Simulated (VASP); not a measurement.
# Rh in VASP: a series of runs

The runs below take Rh through single point, with PBE+D3(BJ).

Program: VASP 6.6.1. These are calculated values, not measurements. Logs are shortened: lines on timing, memory, paths and dates and some standing lists are left out, and cuts for length are marked.

## Step 1: The cell of the first run

The cell holds a slab with vacuum, 12 atoms: a = 5.365 Å, b = 5.365 Å, c = 24.818 Å, α = 90.00°, β = 90.00°, γ = 120.00°.

## Step 2: Single point, PBE+D3(BJ)

INCAR reads:

```
SYSTEM = Rh
PREC = Accurate ; ENCUT = 400
EDIFF = 1E-6 ; ISMEAR = 0
SIGMA = 0.1 ; LREAL = .FALSE.
LASPH = .TRUE. ; NELM = 120
ALGO = Normal ; ISIF = 2
LWAVE = .FALSE. ; LCHARG = .FALSE.
LDIPOL = .TRUE. ; IDIPOL = 3
DIPOL = 0.5 0.5 0.409 ; GGA = PE
IVDW = 12 ; NBANDS = 102
GGA_COMPAT = .FALSE. ; NELMDL = -8
```

KPOINTS reads:

```
Automatic mesh
0
G
  4 4 1
  0 0 0
```

POSCAR reads:

```
Rh
1.0
    5.3647950047      0.0000000000      0.0000000000
   -2.6823975023      4.6460487602      0.0000000000
    0.0000000000      0.0000000000     24.8182367787
Rh
12
Direct
    0.3333333333      0.1666666667      0.3223436085
    0.3333333333      0.6666666667      0.3223436085
    0.8333333333      0.1666666667      0.3223436085
    0.8333333333      0.6666666667      0.3223436085
    0.6667070958      0.3333535479      0.4090317438
    0.6666666667      0.8333333333      0.4090418875
    0.1666464521      0.3333535479      0.4090317438
    0.1666464521      0.8332929042      0.4090317438
    0.0000000000      0.5000000000      0.4957396183
   -0.0001978111     -0.0000989056      0.4957166618
    0.5000989056      0.5001978111      0.4957166618
    0.5000989056     -0.0000989056      0.4957166618
```

Potentials or basis: VASP PAW PBE potentials, release 64 (Rh_pv).

On the command line:

```console
> cat potpaw_PBE.64/Rh_pv/POTCAR > POTCAR
> mpirun -np 1 vasp_std > vasp.out
```

OUTCAR:

```text
SYSTEM = Rh
   PREC = Accurate
   ENCUT = 400
   EDIFF = 1E-6
   ISMEAR = 0
   LREAL = .FALSE.
   LASPH = .TRUE.
   NELM = 120
   ISIF = 2
   GGA = PE
   IVDW = 12
   NELMDL = -8
 IVDW          = 12

 ion  position               nearest neighbor table
   1  0.333  0.167  0.322-   7 2.65   5 2.65   8 2.65   3 2.68   3 2.68   2 2.68   2 2.68   4 2.68
                             4 2.68
   2  0.333  0.667  0.322-   8 2.65   7 2.65   6 2.65   4 2.68   4 2.68   1 2.68   1 2.68   3 2.68
                             3 2.68
   3  0.833  0.167  0.322-   5 2.65   7 2.65   6 2.65   1 2.68   1 2.68   4 2.68   4 2.68   2 2.68
                             2 2.68
   4  0.833  0.667  0.322-   8 2.65   5 2.65   6 2.65   2 2.68   2 2.68   3 2.68   3 2.68   1 2.68
                             1 2.68
   5  0.667  0.333  0.409-   3 2.65   4 2.65   1 2.65  11 2.65  12 2.65   9 2.65   7 2.68   8 2.68
                             6 2.68   6 2.68   7 2.68   8 2.68
   6  0.667  0.833  0.409-  12 2.65  10 2.65  11 2.65   4 2.65   2 2.65   3 2.65   8 2.68   5 2.68
                             7 2.68   7 2.68   8 2.68   5 2.68
   7  0.167  0.333  0.409-   3 2.65   2 2.65   1 2.65  11 2.65  10 2.65   9 2.65   5 2.68   8 2.68
                             6 2.68   6 2.68   5 2.68   8 2.68
   8  0.167  0.833  0.409-   2 2.65   4 2.65   1 2.65  10 2.65  12 2.65   9 2.65   7 2.68   5 2.68
                             6 2.68   6 2.68   7 2.68   5 2.68
   9  0.000  0.500  0.496-   7 2.65   5 2.65   8 2.65  11 2.68  10 2.68  12 2.68  12 2.68  11 2.68
                            10 2.68
  10  1.000  1.000  0.496-   6 2.65   8 2.65   7 2.65  12 2.68  11 2.68   9 2.68   9 2.68  12 2.68
                            11 2.68
  11  0.500  0.500  0.496-   6 2.65   5 2.65   7 2.65  12 2.68  10 2.68   9 2.68   9 2.68  12 2.68
                            10 2.68
  12  0.500  1.000  0.496-   6 2.65   8 2.65   5 2.65  10 2.68  11 2.68   9 2.68   9 2.68  10 2.68
                            11 2.68

  LATTYP: Found a hexagonal cell.
 ALAT       =     5.3647950047
 C/A-ratio  =     4.6261295645

  Lattice vectors:

 A1 = (   5.3647950047,   0.0000000000,   0.0000000000)
 A2 = (  -2.6823975023,   4.6460487602,   0.0000000000)
 A3 = (   0.0000000000,   0.0000000000,  24.8182367787)

Analysis of symmetry for initial positions (statically):
=====================================================================
 Subroutine PRICEL returns:
 Original cell was already a primitive cell.

 Routine SETGRP: Setting up the symmetry group for a
 hexagonal supercell.

 Subroutine GETGRP returns: Found  6 space group operations
[... 139 lines left out ...]
  volume/ion in A,a.u.               =      51.55       347.87
  Fermi-wavevector in a.u.,A,eV,Ry     =   1.084833  2.050038 16.012201  1.176864
  Thomas-Fermi vector in A             =   2.220933
   LORBIT       =      0    0 simple, 1 ext, 2 COOP (PROOUT), +10 PAW based schemes
   GGA     = PE    functional components
   LHFCALC =     F    Hartree Fock is set to
   AEXX    =    0.0000 exact exchange contribution
   IVDW    =    12    specifies the selected vdW correction
   LEPSILON=     F    determine dielectric tensor
   LRPA    =     F    only Hartree local field effects (RPA)
 non-spin polarized calculation
 Gauss-broadening in eV      SIGMA  =   0.10
  energy-cutoff  :      400.00
  volume of cell :      618.60
 maximum number of plane-waves:     11272
 NGX is ok and might be reduce to    36
   NGX = 17   NGY = 17   NGZ = 81

 dipolmoment           0.000000      0.000000      0.000007 electrons x Angstroem

 number of electron     180.0000046 magnetization

 dipolmoment           0.000000      0.000000     -0.000006 electrons x Angstroem

 Free energy of the ion-electron system (eV)
  ---------------------------------------------------
  ext. energy  EPLUGINS =         0.00000000
  ---------------------------------------------------
  free energy    TOTEN  =       -80.77161557 eV

  energy without entropy =      -80.63748885  energy(sigma->0) =      -80.70455221

 E-fermi :  -0.5385     XC(G=0):  -4.5157

 val. band max:       -0.5747840439   @ k =   0.2500   0.0000   0.0000
 cond. band min:      -0.5157506738   @ k =   0.2500   0.2500   0.0000
 fundamental gap:      0.0590333701
 Fermi energy:        -0.5384618447

 k-point     1 :       0.0000    0.0000    0.0000
  band No.  band energies     occupation
      1     -47.6630      2.00000
      2     -47.6630      2.00000
      3     -47.6625      2.00000
      4     -47.5945      2.00000
      5     -47.5211      2.00000
      6     -47.5198      2.00000
[... 409 lines left out ...]
    101       0.7630      0.00000
    102       0.7636      0.00000

------------------------ aborting loop because EDIFF is reached ----------------------------------------

 vacuum level on the upper side and lower side of the slab       (xc-potential included)        -0.154        -0.153

 Edisp (eV)   -5.19647

 E8    (eV) :    -2.4467

  FORCE on cell =-STRESS in cart. coord.  units (eV):
  Direction    XX          YY          ZZ          XY          YZ          ZX
  --------------------------------------------------------------------------------------
  -------------------------------------------------------------------------------------
  Total      -8.11444    -8.11444    -1.40029    -0.00000     0.00000    -0.00000
  in kB     -21.01655   -21.01655    -3.62679    -0.00000     0.00000    -0.00000
  external pressure =      -15.22 kB  Pullay stress =        0.00 kB

 VOLUME and BASIS-vectors are now :
 -----------------------------------------------------------------------------
  energy-cutoff  :      400.00
  volume of cell :      618.60
      direct lattice vectors                 reciprocal lattice vectors
     5.364795005  0.000000000  0.000000000     0.186400412  0.107618328  0.000000000
    -2.682397502  4.646048760  0.000000000     0.000000000  0.215236656  0.000000000
     0.000000000  0.000000000 24.818236779     0.000000000  0.000000000  0.040292951

 POSITION                                       TOTAL-FORCE (eV/Angst)
 -----------------------------------------------------------------------------------
      1.34120      0.77434      8.00000        -0.000000     -0.000000     -0.006345
     -0.00000      3.09737      8.00000         0.000414      0.000239     -0.008033
      4.02360      0.77434      8.00000        -0.000000     -0.000478     -0.008033
      2.68240      3.09737      8.00000        -0.000414      0.000239     -0.008033
      2.68256      1.54878     10.15145        -0.003990     -0.002304      0.001863
      1.34120      3.87171     10.15170         0.000000     -0.000000     -0.007186
     -0.00016      1.54878     10.15145         0.003990     -0.002304      0.001863
     -1.34120      3.87152     10.15145         0.000000      0.004607      0.001863
     -1.34120      2.32302     12.30338         0.000000     -0.000000      0.004939
      2.68160      4.64559     12.30281         0.012102      0.006987      0.009033
      1.34120      2.32394     12.30281        -0.000000     -0.013974      0.009033
      0.00080      4.64559     12.30281        -0.012102      0.006987      0.009033
 -----------------------------------------------------------------------------------
    total drift:                               -0.000004      0.000001      0.001907

  FREE ENERGIE OF THE ION-ELECTRON SYSTEM (eV)
  ---------------------------------------------------
  free  energy   TOTEN  =       -85.9680898381 eV

  energy  without entropy=      -85.8339631195  energy(sigma->0) =      -85.90102648

 vacuum level on the upper side and lower side of the slab         4.410         4.410
```

OSZICAR:

```text
N       E                     dE             d eps       ncg     rms          rms(c)
DAV:   1     0.146648422051E+04    0.14665E+04   -0.10370E+05  1136   0.133E+03
DAV:   2    -0.303469966710E+02   -0.14968E+04   -0.14583E+04   898   0.417E+02
DAV:   3    -0.835468079873E+02   -0.53200E+02   -0.49477E+02   994   0.733E+01
[... 24 lines left out ...]
DAV:  28    -0.807715777668E+02   -0.40004E-04   -0.10126E-06   500   0.448E-03    0.274E-03
DAV:  29    -0.807716080874E+02   -0.30321E-04   -0.10120E-06   516   0.356E-03    0.164E-03
DAV:  30    -0.807716109822E+02   -0.28948E-05   -0.64582E-08   464   0.117E-03    0.887E-04
DAV:  31    -0.807716147962E+02   -0.38140E-05   -0.12573E-07   460   0.878E-04    0.261E-04
DAV:  32    -0.807716155679E+02   -0.77172E-06   -0.24681E-08   450   0.432E-04
   1 F= -.85968090E+02 E0= -.85901026E+02  d E =-.134127E+00
```

Wall time 11 min (1 thread of AMD EPYC 7R43 (Zen 3), shared host); peak memory 0.49 GiB.

What came out:

| Quantity | Value |
| --- | --- |
| Free energy | -85.9681 eV |
| Largest force | 0.017 eV/Å |
| Band gap on the k mesh | zero (bands 90 and 91 overlap by 0.76 eV) |
| Dispersion energy per atom | -0.433 eV |

Forces on the atoms (eV/Å):
```
Rh   0.000  0.000 -0.006
Rh   0.000  0.000 -0.008
Rh   0.000  0.000 -0.008
Rh   0.000  0.000 -0.008
Rh  -0.004 -0.002  0.002
Rh   0.000  0.000 -0.007
Rh   0.004 -0.002  0.002
Rh   0.000  0.005  0.002
Rh   0.000  0.000  0.005
Rh   0.012  0.007  0.009
Rh   0.000 -0.014  0.009
Rh  -0.012  0.007  0.009
```

## Step 3: Single point, PBE+D3(BJ)

This run uses another cell than the first one.

INCAR reads:

```
SYSTEM = Rh
  PREC = Accurate
  ENCUT = 520
  EDIFF = 1E-7
  ISMEAR = 0
  SIGMA = 0.1
  LREAL = .False.
  LASPH = .True.
  NELM = 60
  ALGO = Normal
  ISIF = 2
  LWAVE = .False.
  LCHARG = .True.
  LDIPOL = .True.
  IDIPOL = 3
  DIPOL = 0.5 0.5 0.439
  GGA = PE
  IVDW = 12
  LELF = .True.
  LVHAR = .True.
  LVACPOTAV = .True.
  NBANDS = 102
```

KPOINTS reads:

```
Automatic mesh
0
Gamma
  4 4 1
  0 0 0
```

POSCAR reads:

```
Rh
1.0
    5.3647950069      0.0000000000      0.0000000000
   -2.6823975034      4.6460487620      0.0000000000
    0.0000000000      0.0000000000     23.1566367805
Rh
12
Direct
    0.3333333333      0.1666666667      0.3454733119
    0.3333333333      0.6666666667      0.3454733119
    0.8333333333      0.1666666667      0.3454733119
    0.8333333333      0.6666666667      0.3454733119
    0.6652581436      0.3305025479      0.4389925984
    0.6652622459      0.8347099396      0.4389871264
    0.1666684149      0.3333083876      0.4376332951
    0.1694637263      0.8347114476      0.4389887159
    0.0006164169      0.4993562793      0.5303232802
    0.0006115843      0.0011947495      0.5303229282
    0.4987768313      0.4993609141      0.5303250677
    0.5000003672     -0.0000232598      0.5385729242
```

Potentials or basis: VASP PAW PBE potentials, release 64 (Rh_pv).

On the command line:

```console
> cat potpaw_PBE.64/Rh_pv/POTCAR > POTCAR
> mpirun -np 1 vasp_std > vasp.out
```

OUTCAR:

```text
SYSTEM = Rh
   PREC = Accurate
   ENCUT = 520
   EDIFF = 1E-7
   ISMEAR = 0
   LREAL = .False.
   LASPH = .True.
   NELM = 60
   ISIF = 2
   GGA = PE
   IVDW = 12
 IVDW          = 12

 ion  position               nearest neighbor table
   1  0.333  0.167  0.345-   7 2.64   5 2.66   8 2.66   2 2.68   2 2.68   4 2.68   4 2.68   3 2.68
                             3 2.68
   2  0.333  0.667  0.345-   7 2.64   8 2.66   6 2.66   1 2.68   1 2.68   3 2.68   3 2.68   4 2.68
                             4 2.68
   3  0.833  0.167  0.345-   7 2.64   5 2.66   6 2.66   4 2.68   4 2.68   2 2.68   2 2.68   1 2.68
                             1 2.68
   4  0.833  0.667  0.345-   6 2.67   8 2.67   5 2.67   3 2.68   3 2.68   1 2.68   1 2.68   2 2.68
                             2 2.68
   5  0.665  0.331  0.439-  11 2.63   9 2.63   3 2.66   1 2.66   8 2.66   6 2.66   4 2.67   7 2.68
                             7 2.68   6 2.70   8 2.70  12 2.77
   6  0.665  0.835  0.439-  10 2.63  11 2.63   2 2.66   3 2.66   5 2.66   8 2.66   4 2.67   7 2.68
                             7 2.68   8 2.70   5 2.70  12 2.77
   7  0.167  0.333  0.438-   1 2.64   3 2.64   2 2.64   9 2.64  10 2.64  11 2.64   5 2.68   8 2.68
                             6 2.68   6 2.68   8 2.68   5 2.68
[... 1262 lines left out ...]

 Edisp (eV)   -5.18185

 E8    (eV) :    -2.4385

  FORCE on cell =-STRESS in cart. coord.  units (eV):
  Direction    XX          YY          ZZ          XY          YZ          ZX
  --------------------------------------------------------------------------------------
  -------------------------------------------------------------------------------------
  Total      -7.45005    -7.45196    -1.30760    -0.00071     0.00252    -0.00145
  in kB     -20.68033   -20.68563    -3.62972    -0.00197     0.00699    -0.00402
  external pressure =      -15.00 kB  Pullay stress =        0.00 kB

 VOLUME and BASIS-vectors are now :
 -----------------------------------------------------------------------------
  energy-cutoff  :      520.00
  volume of cell :      577.18
      direct lattice vectors                 reciprocal lattice vectors
     5.364795007  0.000000000  0.000000000     0.186400412  0.107618328  0.000000000
    -2.682397503  4.646048762  0.000000000     0.000000000  0.215236656  0.000000000
     0.000000000  0.000000000 23.156636781     0.000000000  0.000000000  0.043184164

 POSITION                                       TOTAL-FORCE (eV/Angst)
 -----------------------------------------------------------------------------------
      1.34120      0.77434      8.00000         0.077756     -0.044962      0.016776
     -0.00000      3.09737      8.00000         0.000044      0.089247      0.016677
      4.02360      0.77434      8.00000        -0.077529     -0.044884      0.016840
      2.68240      3.09737      8.00000         0.000123     -0.000424      0.121117
      2.68243      1.53553     10.16559         0.000270      0.045516      0.042624
      1.32997      3.87810     10.16547         0.038942     -0.022397      0.043718
      0.00008      1.54857     10.13412        -0.000468      0.000412     -0.012666
     -1.32989      3.87811     10.16550        -0.038841     -0.022679      0.043224
     -1.33617      2.32003     12.28050        -0.002657      0.001677      0.265749
      0.00008      0.00555     12.28050        -0.000100     -0.002850      0.265682
      1.33635      2.32006     12.28054         0.002356      0.001598      0.265367
      0.00006      4.64594     12.47154         0.000105     -0.000252     -1.085108
 -----------------------------------------------------------------------------------
    total drift:                               -0.000003      0.000006     -0.001307

  FREE ENERGIE OF THE ION-ELECTRON SYSTEM (eV)
  ---------------------------------------------------
  free  energy   TOTEN  =       -85.8858813719 eV

  energy  without entropy=      -85.7534808645  energy(sigma->0) =      -85.81968112

 vacuum level on the upper side and lower side of the slab         4.898         4.895
```

OSZICAR:

```text
N       E                     dE             d eps       ncg     rms          rms(c)
DAV:   1     0.175546187915E+04    0.17555E+04   -0.11400E+05  2704   0.163E+03
DAV:   2    -0.223759093051E+02   -0.17778E+04   -0.17374E+04  2186   0.469E+02
DAV:   3    -0.835675045952E+02   -0.61192E+02   -0.56808E+02  2488   0.831E+01
[... 30 lines left out ...]
DAV:  34    -0.807040234464E+02   -0.21601E-05   -0.16008E-07  1366   0.665E-04    0.338E-04
DAV:  35    -0.807040247355E+02   -0.12891E-05   -0.16890E-08  1184   0.441E-04    0.249E-04
DAV:  36    -0.807040263789E+02   -0.16435E-05   -0.21353E-08  1190   0.342E-04    0.124E-04
DAV:  37    -0.807040271501E+02   -0.77119E-06   -0.12091E-08  1160   0.202E-04    0.715E-05
DAV:  38    -0.807040274356E+02   -0.28544E-06   -0.22393E-09  1094   0.115E-04    0.511E-05
DAV:  39    -0.807040275214E+02   -0.85838E-07    0.12034E-09  1128   0.696E-05
   1 F= -.85885881E+02 E0= -.85819681E+02  d E =-.132401E+00
```

Wall time 53 min (1 thread of AMD EPYC 7R13, shared host); peak memory 0.78 GiB.

Results:

```
Free energy                : -85.8859 eV
Largest force              : 1.085 eV/Å
Band gap on the k mesh     : zero (bands 90 and 91 overlap by 0.74 eV)
Dispersion energy per atom : -0.432 eV
```

Forces in eV/Å, atoms in the order of the input:
```
Rh   0.078 -0.045  0.017
Rh   0.000  0.089  0.017
Rh  -0.078 -0.045  0.017
Rh   0.000  0.000  0.121
Rh   0.000  0.046  0.043
Rh   0.039 -0.022  0.044
Rh   0.000  0.000 -0.013
Rh  -0.039 -0.023  0.043
Rh  -0.003  0.002  0.266
Rh   0.000 -0.003  0.266
Rh   0.002  0.002  0.265
Rh   0.000  0.000 -1.085
```
